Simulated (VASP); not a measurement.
Input of a VASP 6.6.1 run:

Contents of INCAR:

```
SYSTEM = Au
  PREC = Accurate
  ENCUT = 500
  EDIFF = 1E-6
  ISMEAR = 0
  SIGMA = 0.1
  LREAL = .False.
  LASPH = .True.
  NELM = 120
  ALGO = Normal
  ISIF = 2
  LWAVE = .False.
  LCHARG = .False.
  NBANDS = 18
  GGA_COMPAT = .False.
```

Contents of KPOINTS:

```
Automatic mesh
0
Gamma
  9 6 23
  0 0 0
```

POSCAR

```
Au
1.0
    3.9621853143     -0.0000016958      0.0054918213
   -0.0000023983      5.6033805220      0.0034605958
   -1.9790571870      1.4017531973      1.4829730305
Au
2
Direct
    0.0000000000      0.5000000000      0.0000000000
    0.0000000000      0.0000000000      0.0000000000
```

Potentials or basis: VASP PAW LDA potentials, release 64 (Au).

Launch:

```console
$ cat potpaw_LDA.64/Au/POTCAR > POTCAR
$ mpirun -np 1 vasp_std > vasp.out
```

**Question.** Estimate the pressure.

**Answer.** 2.0 GPa.

**Question.** Predict the band gap on the k mesh.

**Answer.** Zero (band 11 reaches 14.33 eV, above the bottom of band 12 at 7.21 eV).

Stress tensor (GPa, compression positive):
```
2.40 0.12 0.03
0.12 3.11 0.03
0.03 0.03 0.37
```

Caveat: spin-orbit coupling is left out, which moves the levels of the heavy elements.
